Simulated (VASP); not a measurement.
# Ni (Fm-3m) in VASP: notebook, part 2 of 2

VASP 6.6.1.

## 3. Single point, PBE, collinear spin, ferromagnetic start

This run uses another cell than the first one, of 10.91 Å³/atom.

Contents of INCAR:

```
SYSTEM = Ni
PREC = Accurate
ENCUT = 520
EDIFF = 1E-7
ISMEAR = -1
SIGMA = 0.08
LREAL = .False.
LASPH = .True.
NELM = 150
ALGO = Normal
ISIF = 2
LWAVE = .False.
LCHARG = .True.
ISPIN = 2
MAGMOM = 1
LORBIT = 11
LMAXMIX = 4
GGA = PE
LELF = .True.
LVHAR = .True.
NBANDS = 15
```

Contents of KPOINTS:

```
Automatic mesh
0
Gamma
  19 19 19
  0 0 0
```

Contents of POSCAR:

```
Ni
1.0
    0.0000000000      1.7601293701      1.7601293701
    1.7601293701      0.0000000000      1.7601293701
    1.7601293701      1.7601293701      0.0000000000
Ni
1
Direct
    0.0000000000      0.0000000000      0.0000000000
```

Potentials or basis: VASP PAW PBE potentials, release 64 (Ni).

Command:

```
> cat potpaw_PBE.64/Ni/POTCAR > POTCAR
> mpirun -np 1 vasp_std > vasp.out
```

OUTCAR:

```text
SYSTEM = Ni
   PREC = Accurate
   ENCUT = 520
   EDIFF = 1E-7
   ISMEAR = -1
   LREAL = .False.
   LASPH = .True.
   NELM = 150
   ISIF = 2
   ISPIN = 2
   LORBIT = 11
   GGA = PE

 ion  position               nearest neighbor table
   1  0.000  0.000  0.000-

  LATTYP: Found a face centered cubic cell.
 ALAT       =     3.5202587402

  Lattice vectors:

 A1 = (   0.0000000000,   1.7601293701,   1.7601293701)
 A2 = (   1.7601293701,   0.0000000000,   1.7601293701)
 A3 = (   1.7601293701,   1.7601293701,   0.0000000000)

Analysis of symmetry for initial positions (statically):
=====================================================================
 Subroutine PRICEL returns:
 Original cell was already a primitive cell.

 Routine SETGRP: Setting up the symmetry group for a
 face centered cubic supercell.

 Subroutine GETGRP returns: Found 48 space group operations
 (whereof 48 operations were pure point group operations)
 out of a pool of 48 trial point group operations.

The static configuration has the point symmetry O_h .

Analysis of symmetry for dynamics (positions and initial velocities):
=====================================================================
 Subroutine PRICEL returns:
 Original cell was already a primitive cell.

 Routine SETGRP: Setting up the symmetry group for a
 face centered cubic supercell.

 Subroutine GETGRP returns: Found 48 space group operations
 (whereof 48 operations were pure point group operations)
 out of a pool of 48 trial point group operations.

The dynamic configuration has the point symmetry O_h .

Analysis of structural, dynamic, and magnetic symmetry:
=====================================================================
 Subroutine PRICEL returns:
 Original cell was already a primitive cell.

 Routine SETGRP: Setting up the symmetry group for a
 face centered cubic supercell.

 Subroutine GETGRP returns: Found 48 space group operations
 (whereof 48 operations were pure point group operations)
 out of a pool of 48 trial point group operations.

The overall configuration has the point symmetry O_h .

 Subroutine INISYM returns: Found 48 space group operations
 (whereof 48 operations are pure point group operations),
 and found     1 'primitive' translations

----------------------------------------------------------------------------------------

                                     Primitive cell

  volume of cell :      10.9060

  direct lattice vectors                    reciprocal lattice vectors
     0.000000000  1.760129370  1.760129370    -0.284070028  0.284070028  0.284070028
     1.760129370  0.000000000  1.760129370     0.284070028 -0.284070028  0.284070028
     1.760129370  1.760129370  0.000000000     0.284070028  0.284070028 -0.284070028

  length of vectors
     2.489198827  2.489198827  2.489198827     0.492023722  0.492023722  0.492023722

  position of ions in fractional coordinates (direct lattice)
     0.000000000  0.000000000  0.000000000

  ion indices of the primitive-cell ions
   primitive index   ion index
                 1           1

----------------------------------------------------------------------------------------

 KPOINTS: Automatic mesh

Automatic generation of k-mesh.
 Grid dimensions read from file:
[... 72 lines left out ...]
   ISYM   =      2    0-nonsym 1-usesym 2-fastsym
   POTIM  = 0.5000    time-step for ionic-motion
   TEBEG  =    0.0;   TEEND  =   0.0 temperature during run
   PSTRESS=    0.0 pullay stress
   NELECT =      10.0000    total number of electrons
   NUPDOWN=      -1.0000    fix difference up-down
   EMIN   =  10.00;   EMAX   =-10.00  energy-range for DOS
   EFERMI =   0.00;   METHOD = LEGACY
   ISMEAR =    -1;   SIGMA  =   0.08  broadening in eV -4-tet -1-fermi 0-gaus
   EFERMI_NEDOS =   21; number of points for ismear=-14 and -15
   IALGO  =     38    algorithm
   IMIX   =      4    mixing-type and parameters
     AMIX     =   0.40;   BMIX     =  1.00
     AMIX_MAG =   1.60;   BMIX_MAG =  1.00
  volume/ion in A,a.u.               =      10.91        73.60
  Fermi-wavevector in a.u.,A,eV,Ry     =   1.590451  3.005516 34.416397  2.529534
  Thomas-Fermi vector in A             =   2.689144
   LORBIT       =     11    0 simple, 1 ext, 2 COOP (PROOUT), +10 PAW based schemes
   GGA     = PE    functional components
   LHFCALC =     F    Hartree Fock is set to
   AEXX    =    0.0000 exact exchange contribution
   IVDW    =     0    specifies the selected vdW correction
   LEPSILON=     F    determine dielectric tensor
   LRPA    =     F    only Hartree local field effects (RPA)
 spin polarized calculation
  energy-cutoff  :      520.00
  volume of cell :       10.91
 maximum number of plane-waves:       305
   NGX =  9   NGY =  9   NGZ =  9

 number of electron      10.0000009 magnetization       0.6197928

 Free energy of the ion-electron system (eV)
  ---------------------------------------------------
  ext. energy  EPLUGINS =         0.00000000
  ---------------------------------------------------
  free energy    TOTEN  =        -5.48781935 eV

  energy without entropy =       -5.45134901  energy(sigma->0) =       -5.46958418

 E-fermi :   9.3363     XC(G=0): -13.2413

 val. band max:        9.3347749428   @ k =   0.4737   0.4211   0.0526
 cond. band min:       9.3377913352   @ k =   0.4211   0.2105   0.0526
 fundamental gap:      0.0030163924
 Fermi energy:         9.3363383035

 spin component 1

 k-point     1 :       0.0000    0.0000    0.0000
  band No.  band energies     occupation
      1       0.3490      1.00000
      2       6.9240      1.00000
      3       6.9240      1.00000
      4       6.9240      1.00000
      5       8.0881      1.00000
      6       8.0881      1.00000
      7      33.0467      0.00000
      8      36.8865      0.00000
      9      36.8865      0.00000
     10      36.8865      0.00000
     11      39.8207      0.00000
     12      39.8207      0.00000
     13      39.8207      0.00000
     14      42.7881      0.00000
[... 403 lines left out ...]
      4       7.1687      1.00000
      5       8.1066      1.00000
      6       8.4220      0.99999
      7      22.3190      0.00000
      8      31.2242      0.00000
      9      34.2605      0.00000
     10      36.3702      0.00000
     11      38.2566      0.00000
     12      39.5573      0.00000
     13      43.3420      0.00000
     14      46.3264      0.00000
     15      48.8346      0.00000

 [... further k-points ...]

 spin component 2

 k-point     1 :       0.0000    0.0000    0.0000
  band No.  band energies     occupation
      1       0.3143      1.00000
      2       7.6635      1.00000
      3       7.6635      1.00000
      4       7.6635      1.00000
      5       8.6767      0.99974
      6       8.6767      0.99974
      7      32.8836      0.00000
      8      36.8704      0.00000
      9      36.8704      0.00000
     10      36.8704      0.00000
     11      39.9186      0.00000
     12      39.9186      0.00000
     13      39.9186      0.00000
     14      42.6637      0.00000
[... 403 lines left out ...]
      4       7.8328      1.00000
      5       8.7803      0.99904
      6       9.0986      0.95128
      7      22.4775      0.00000
      8      31.2274      0.00000
      9      34.2307      0.00000
     10      36.4705      0.00000
     11      38.2822      0.00000
     12      39.5483      0.00000
     13      43.3519      0.00000
     14      46.4164      0.00000
     15      48.9809      0.00000

 [... further k-points ...]

------------------------ aborting loop because EDIFF is reached ----------------------------------------

  FORCE on cell =-STRESS in cart. coord.  units (eV):
  Direction    XX          YY          ZZ          XY          YZ          ZX
  --------------------------------------------------------------------------------------
  -------------------------------------------------------------------------------------
  Total       -0.0059146     -0.0059146     -0.0059146     -0.0000000      0.0000000     -0.0000000
  in kB       -0.8688983     -0.8688983     -0.8688983     -0.0000000      0.0000000     -0.0000000
  external PRESSURE =      -0.8688983 kB  Pullay stress =       0.0000000 kB

 VOLUME and BASIS-vectors are now :
 -----------------------------------------------------------------------------
  energy-cutoff  :      520.00
  volume of cell :       10.91
      direct lattice vectors                 reciprocal lattice vectors
     0.000000000  1.760129370  1.760129370    -0.284070028  0.284070028  0.284070028
     1.760129370  0.000000000  1.760129370     0.284070028 -0.284070028  0.284070028
     1.760129370  1.760129370  0.000000000     0.284070028  0.284070028 -0.284070028

 POSITION                                       TOTAL-FORCE (eV/Angst)
 -----------------------------------------------------------------------------------
      0.00000      0.00000      0.00000         0.000000      0.000000      0.000000
 -----------------------------------------------------------------------------------
    total drift:                               -0.000000     -0.000000     -0.000000

  FREE ENERGIE OF THE ION-ELECTRON SYSTEM (eV)
  ---------------------------------------------------
  free  energy   TOTEN  =        -5.4878193538 eV

  energy  without entropy=       -5.4513490133  energy(sigma->0) =       -5.46958418

 total charge

# of ion       s       p       d       tot
------------------------------------------
    1        0.497   0.496   8.314   9.306

 magnetization (x)

# of ion       s       p       d       tot
------------------------------------------
    1       -0.006  -0.025   0.663   0.632
```

OSZICAR:

```text
N       E                     dE             d eps       ncg     rms          rms(c)
DAV:   1     0.326130486723E+02    0.32613E+02   -0.41975E+03 14113   0.861E+02
DAV:   2    -0.507645823677E+01   -0.37690E+02   -0.34881E+02 14859   0.161E+02
DAV:   3    -0.650348179287E+01   -0.14270E+01   -0.14155E+01 16189   0.308E+01
DAV:   4    -0.651218786740E+01   -0.87061E-02   -0.87047E-02 16209   0.228E+00
DAV:   5    -0.651229427770E+01   -0.10641E-03   -0.10641E-03 16569   0.226E-01    0.991E+00
DAV:   6    -0.583581020689E+01    0.67648E+00   -0.13477E+01 19101   0.404E+01    0.600E+00
DAV:   7    -0.550469699683E+01    0.33111E+00   -0.23654E+00 17721   0.152E+01    0.188E+00
DAV:   8    -0.549092631371E+01    0.13771E-01   -0.21128E-02 16464   0.961E-01    0.948E-01
DAV:   9    -0.548836136685E+01    0.25649E-02   -0.19239E-03 21862   0.269E-01    0.261E-01
DAV:  10    -0.548782443369E+01    0.53693E-03   -0.64521E-04 21548   0.147E-01    0.355E-02
DAV:  11    -0.548781919466E+01    0.52390E-05   -0.40109E-05 19121   0.496E-02    0.240E-02
DAV:  12    -0.548781999927E+01   -0.80462E-06   -0.13055E-06 18068   0.849E-03    0.117E-02
DAV:  13    -0.548781935516E+01    0.64411E-06   -0.23599E-07 17772   0.455E-03    0.466E-03
DAV:  14    -0.548781935382E+01    0.13429E-08   -0.92312E-08 12473   0.280E-03
   1 F= -.54878194E+01 E0= -.54695842E+01  d E =-.364703E-01  mag=     0.6197
```

It took 51 s on 1 thread of AMD EPYC 9R45 (Zen 5), shared host; peak memory 0.14 GiB.

What came out:

```
Free energy                                           : -5.4878 eV
Pressure                                              : -0.1 GPa
Net moment                                            : 0.62 μB per cell
Site moments                                          : Ni +0.63 μB
Valence electrons inside the program's atomic spheres : Ni 9.31
```
